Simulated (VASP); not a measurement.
# SiC (F-43m) in VASP: single point with revPBE+D3(BJ)

Aim: the single point of SiC with revPBE+D3(BJ).

All numbers are computed with VASP 6.6.1; they aren't measurements. Logs are shortened: lines on timing, memory, paths and dates and some standing lists are left out, and cuts for length are marked.

## Step 1: The cell of the first run

It takes space group F-43m (No. 216, cubic). The conventional cell has a = 4.358 Å, b = 4.358 Å, c = 4.358 Å, α = 90.00°, β = 90.00°, γ = 90.00°. Si (site symmetry -43m) has 4 C at 1.89 Å within 2.5 Å. Within 2.5 Å of C (site symmetry -43m) lie 4 Si at 1.89 Å.

## Step 2: Single point, revPBE+D3(BJ)

INCAR

```
SYSTEM = SiC
PREC = Accurate
ENCUT = 600
EDIFF = 1E-6
ISMEAR = 0
SIGMA = 0.01
LREAL = .False.
LASPH = .True.
NELM = 120
ALGO = Normal
ISIF = 2
LWAVE = .False.
LCHARG = .False.
GGA = RE
IVDW = 12
NBANDS = 11
GGA_COMPAT = .False.
```

KPOINTS

```
regular mesh
0
Gamma
  4 4 4
  0 0 0
```

POSCAR

```
SiC
1.0
    0.0000000000      2.1790000000      2.1790000000
    2.1790000000      0.0000000000      2.1790000000
    2.1790000000      2.1790000000      0.0000000000
Si C
1 1
Direct
    0.0000000000      0.0000000000      0.0000000000
    0.7500000000      0.7500000000      0.7500000000
```

Potentials or basis: VASP PAW PBE potentials, release 64 (Si, C).

Started as:

```sh
cat potpaw_PBE.64/Si/POTCAR potpaw_PBE.64/C/POTCAR > POTCAR
mpirun -np 1 vasp_std > vasp.out
```

OUTCAR:

```text
SYSTEM = SiC
   PREC = Accurate
   ENCUT = 600
   EDIFF = 1E-6
   ISMEAR = 0
   LREAL = .False.
   LASPH = .True.
   NELM = 120
   ISIF = 2
   GGA = RE
   IVDW = 12
 IVDW          = 12

 ion  position               nearest neighbor table
   1  0.000  0.000  0.000-   2 1.89   2 1.89   2 1.89   2 1.89
   2  0.750  0.750  0.750-   1 1.89   1 1.89   1 1.89   1 1.89

  LATTYP: Found a face centered cubic cell.
 ALAT       =     4.3580000000

  Lattice vectors:

 A1 = (   0.0000000000,   2.1790000000,   2.1790000000)
 A2 = (   2.1790000000,   0.0000000000,   2.1790000000)
 A3 = (   2.1790000000,   2.1790000000,   0.0000000000)

Analysis of symmetry for initial positions (statically):
=====================================================================
 Subroutine PRICEL returns:
 Original cell was already a primitive cell.

 Routine SETGRP: Setting up the symmetry group for a
 face centered cubic supercell.

 Subroutine GETGRP returns: Found 24 space group operations
 (whereof 24 operations were pure point group operations)
 out of a pool of 48 trial point group operations.

The static configuration has the point symmetry T_d .

Analysis of symmetry for dynamics (positions and initial velocities):
=====================================================================
 Subroutine PRICEL returns:
 Original cell was already a primitive cell.

 Routine SETGRP: Setting up the symmetry group for a
 face centered cubic supercell.

 Subroutine GETGRP returns: Found 24 space group operations
 (whereof 24 operations were pure point group operations)
 out of a pool of 48 trial point group operations.

The dynamic configuration has the point symmetry T_d .

 Subroutine INISYM returns: Found 24 space group operations
 (whereof 24 operations are pure point group operations),
 and found     1 'primitive' translations

----------------------------------------------------------------------------------------

                                     Primitive cell

  volume of cell :      20.6920

  direct lattice vectors                    reciprocal lattice vectors
     0.000000000  2.179000000  2.179000000    -0.229463056  0.229463056  0.229463056
     2.179000000  0.000000000  2.179000000     0.229463056 -0.229463056  0.229463056
     2.179000000  2.179000000  0.000000000     0.229463056  0.229463056 -0.229463056

  length of vectors
     3.081571352  3.081571352  3.081571352     0.397441672  0.397441672  0.397441672

  position of ions in fractional coordinates (direct lattice)
     0.000000000  0.000000000  0.000000000
     0.750000000  0.750000000  0.750000000

  ion indices of the primitive-cell ions
   primitive index   ion index
                 1           1
                 2           2

----------------------------------------------------------------------------------------

 KPOINTS: regular mesh

Automatic generation of k-mesh.
 Grid dimensions read from file:
 generate k-points for:    4    4    4

 Generating k-lattice:

  Cartesian coordinates                     Fractional coordinates (reciprocal lattice)
    -0.057365764  0.057365764  0.057365764     0.250000000  0.000000000  0.000000000
     0.057365764 -0.057365764  0.057365764     0.000000000  0.250000000  0.000000000
     0.057365764  0.057365764 -0.057365764     0.000000000  0.000000000  0.250000000

  Length of vectors
     0.099360418  0.099360418  0.099360418

  Shift w.r.t. Gamma in fractional coordinates (k-lattice)
     0.000000000  0.000000000  0.000000000

 Subroutine IBZKPT returns following result:
 ===========================================

 Found      8 irreducible k-points:

 Following reciprocal coordinates:
            Coordinates               Weight
  0.000000  0.000000  0.000000      1.000000
  0.250000  0.000000  0.000000      8.000000
  0.500000  0.000000  0.000000      4.000000
  0.250000  0.250000  0.000000      6.000000
  0.500000  0.250000  0.000000     24.000000
 -0.250000  0.250000  0.000000     12.000000
  0.500000  0.500000  0.000000      3.000000
 -0.250000  0.500000  0.250000      6.000000
   k-points           NKPTS =      8   k-points in BZ     NKDIM =      8   number of bands    NBANDS=     11
   number of dos      NEDOS =    301   number of ions     NIONS =      2
   total plane-waves  NPLWV =  21952
   dimension x,y,z NGX =    28 NGY =   28 NGZ =   28
   dimension x,y,z NGXF=    56 NGYF=   56 NGZF=   56
   ions per type =               1   1
   NGX,Y,Z   is equivalent  to a cutoff of  15.11, 15.11, 15.11 a.u.
   NGXF,Y,Z  is equivalent  to a cutoff of  30.21, 30.21, 30.21 a.u.
 SYSTEM =  SiC
   PREC   = accura    normal or accurate (medium, high low for compatibility)
   ISTART =      0    job   : 0-new  1-cont  2-samecut
   ICHARG =      2    charge: 1-file 2-atom 10-const
   ISPIN  =      1    spin polarized calculation?
   LNONCOLLINEAR =      F non collinear calculations
   LSORBIT =      F    spin-orbit coupling
   LASPH  =      T    aspherical Exc in radial PAW
   ENCUT  =  600.0 eV  44.10 Ry    6.64 a.u.   6.15  6.15  6.15*2*pi/ulx,y,z
   NELM   =    120;   NELMIN=  2; NELMDL= -5     # of ELM steps
   EDIFF  = 0.1E-05   stopping-criterion for ELM
   LREAL  =      F    real-space projection
   EDIFFG = 0.1E-04   stopping-criterion for IOM
   NSW    =      0    number of steps for IOM
   IBRION =     -1    ionic relax: 0-MD 1-quasi-New 2-CG
   NFREE  =      0    steps in history (QN), initial steepest desc. (CG)
   ISIF   =      2    stress and relaxation
   ISYM   =      2    0-nonsym 1-usesym 2-fastsym
   POTIM  = 0.5000    time-step for ionic-motion
   TEBEG  =    0.0;   TEEND  =   0.0 temperature during run
   PSTRESS=    0.0 pullay stress
   NELECT =       8.0000    total number of electrons
   NUPDOWN=      -1.0000    fix difference up-down
   EMIN   =  10.00;   EMAX   =-10.00  energy-range for DOS
   EFERMI =   0.00;   METHOD = LEGACY
   ISMEAR =     0;   SIGMA  =   0.01  broadening in eV -4-tet -1-fermi 0-gaus
   EFERMI_NEDOS =   21; number of points for ismear=-14 and -15
   IALGO  =     38    algorithm
   IMIX   =      4    mixing-type and parameters
     AMIX     =   0.40;   BMIX     =  1.00
     AMIX_MAG =   1.60;   BMIX_MAG =  1.00
  volume/ion in A,a.u.               =      10.35        69.82
  Fermi-wavevector in a.u.,A,eV,Ry     =   1.192626  2.253736 19.352338  1.422357
  Thomas-Fermi vector in A             =   2.328660
   LORBIT       =      0    0 simple, 1 ext, 2 COOP (PROOUT), +10 PAW based schemes
   GGA     = RE    functional components
   LHFCALC =     F    Hartree Fock is set to
   AEXX    =    0.0000 exact exchange contribution
   IVDW    =    12    specifies the selected vdW correction
   LEPSILON=     F    determine dielectric tensor
   LRPA    =     F    only Hartree local field effects (RPA)
 non-spin polarized calculation
 Gauss-broadening in eV      SIGMA  =   0.01
  energy-cutoff  :      600.00
  volume of cell :       20.69
 maximum number of plane-waves:       701
 NGX is ok and might be reduce to    28
   NGX = 13   NGY = 13   NGZ = 13

 number of electron       8.0000000 magnetization

 Free energy of the ion-electron system (eV)
  ---------------------------------------------------
  ext. energy  EPLUGINS =         0.00000000
  ---------------------------------------------------
  free energy    TOTEN  =       -14.31944909 eV

  energy without entropy =      -14.31944909  energy(sigma->0) =      -14.31944909

 E-fermi :   8.3027     XC(G=0): -11.2919

 val. band max:        8.2306213024   @ k =   0.0000   0.0000   0.0000
 cond. band min:       9.5461153147   @ k =   0.5000   0.5000   0.0000
 fundamental gap:      1.3154940124
 Fermi energy:         8.3027433595

 k-point     1 :       0.0000    0.0000    0.0000
  band No.  band energies     occupation
      1      -7.2117      2.00000
      2       8.2306      2.00000
      3       8.2306      2.00000
      4       8.2306      2.00000
      5      14.4654      0.00000
      6      15.5261      0.00000
      7      15.5261      0.00000
      8      15.5261      0.00000
      9      22.6422      0.00000
     10      22.6422      0.00000
     11      24.8168      0.00000

 k-point     2 :       0.2500    0.0000    0.0000
  band No.  band energies     occupation
      1      -6.0160      2.00000
      2       3.9212      2.00000
      3       7.6240      2.00000
      4       7.6240      2.00000
      5      14.2205      0.00000
      6      16.1206      0.00000
      7      16.1206      0.00000
      8      17.6174      0.00000
      9      21.2854      0.00000
     10      21.2854      0.00000
     11      23.3955      0.00000

 k-point     3 :       0.5000    0.0000    0.0000
  band No.  band energies     occupation
      1      -3.6494      2.00000
      2      -0.3227      2.00000
      3       7.1779      2.00000
      4       7.1779      2.00000
      5      13.6666      0.00000
      6      15.4231      0.00000
      7      15.4231      0.00000
      8      18.3082      0.00000
      9      24.5212      0.00000
     10      25.4351      0.00000
     11      25.4351      0.00000

 k-point     4 :       0.2500    0.2500    0.0000
  band No.  band energies     occupation
      1      -5.6139      2.00000
      2       4.8706      2.00000
      3       6.2913      2.00000
      4       6.2913      2.00000
      5      12.2643      0.00000
      6      14.5655      0.00000
      7      18.8225      0.00000
      8      18.8225      0.00000
      9      19.7608      0.00000
     10      24.4551      0.00000
     11      28.6550      0.00000

 k-point     5 :       0.5000    0.2500    0.0000
  band No.  band energies     occupation
      1      -3.2652      2.00000
      2       1.1525      2.00000
      3       4.2651      2.00000
      4       5.9166      2.00000
      5      11.9313      0.00000
      6      16.2151      0.00000
      7      18.7096      0.00000
      8      18.7448      0.00000
      9      22.2334      0.00000
     10      25.7260      0.00000
     11      28.4719      0.00000

 k-point     6 :      -0.2500    0.2500    0.0000
  band No.  band energies     occupation
      1      -4.1884      2.00000
      2       2.2692      2.00000
      3       3.8833      2.00000
      4       7.0465      2.00000
      5      13.7378      0.00000
      6      17.0024      0.00000
      7      17.2489      0.00000
      8      18.1413      0.00000
      9      20.4561      0.00000
     10      23.7138      0.00000
     11      27.9972      0.00000

 k-point     7 :       0.5000    0.5000    0.0000
  band No.  band energies     occupation
      1      -2.2032      2.00000
      2       0.4254      2.00000
      3       5.0354      2.00000
      4       5.0354      2.00000
      5       9.5461      0.00000
      6      12.5557      0.00000
      7      22.2989      0.00000
      8      22.2989      0.00000
      9      23.1211      0.00000
     10      28.2520      0.00000
     11      30.3611      0.00000

 k-point     8 :      -0.2500    0.5000    0.2500
  band No.  band energies     occupation
      1      -1.9732      2.00000
      2       1.2028      2.00000
      3       3.2309      2.00000
      4       3.5252      2.00000
      5      13.4252      0.00000
      6      17.6514      0.00000
      7      17.7278      0.00000
      8      18.0029      0.00000
      9      22.5020      0.00000
     10      25.6615      0.00000
     11      29.3193      0.00000

------------------------ aborting loop because EDIFF is reached ----------------------------------------

 Edisp (eV)   -1.19977

 E8    (eV) :    -0.7862

  FORCE on cell =-STRESS in cart. coord.  units (eV):
  Direction    XX          YY          ZZ          XY          YZ          ZX
  --------------------------------------------------------------------------------------
  -------------------------------------------------------------------------------------
  Total      -0.49431    -0.49431    -0.49431    -0.00000     0.00000    -0.00000
  in kB     -38.27462   -38.27462   -38.27462    -0.00000     0.00000    -0.00000
  external pressure =      -38.27 kB  Pullay stress =        0.00 kB

 VOLUME and BASIS-vectors are now :
 -----------------------------------------------------------------------------
  energy-cutoff  :      600.00
  volume of cell :       20.69
      direct lattice vectors                 reciprocal lattice vectors
     0.000000000  2.179000000  2.179000000    -0.229463056  0.229463056  0.229463056
     2.179000000  0.000000000  2.179000000     0.229463056 -0.229463056  0.229463056
     2.179000000  2.179000000  0.000000000     0.229463056  0.229463056 -0.229463056

 POSITION                                       TOTAL-FORCE (eV/Angst)
 -----------------------------------------------------------------------------------
      0.00000      0.00000      0.00000        -0.000000     -0.000000     -0.000000
      3.26850      3.26850      3.26850         0.000000      0.000000      0.000000
 -----------------------------------------------------------------------------------
    total drift:                                0.000000      0.000000      0.000000

  FREE ENERGIE OF THE ION-ELECTRON SYSTEM (eV)
  ---------------------------------------------------
  free  energy   TOTEN  =       -15.5192240602 eV

  energy  without entropy=      -15.5192240602  energy(sigma->0) =      -15.51922406
```

Run time: 7.8 s. Hardware: 1 thread of Intel Xeon 8259CL, shared host; peak memory 0.16 GiB.

What came out:

```
Free energy                : -15.5192 eV
Pressure                   : -3.8 GPa
Band gap on the k mesh     : 1.32 eV (least direct gap 4.51 eV)
Dispersion energy per atom : -0.600 eV
```

Caveat: the k points lie up to 0.62 Å⁻¹ apart; the PAW data sets were made with another functional, which shifts forces and pressure a little. A k mesh can miss the band edges.
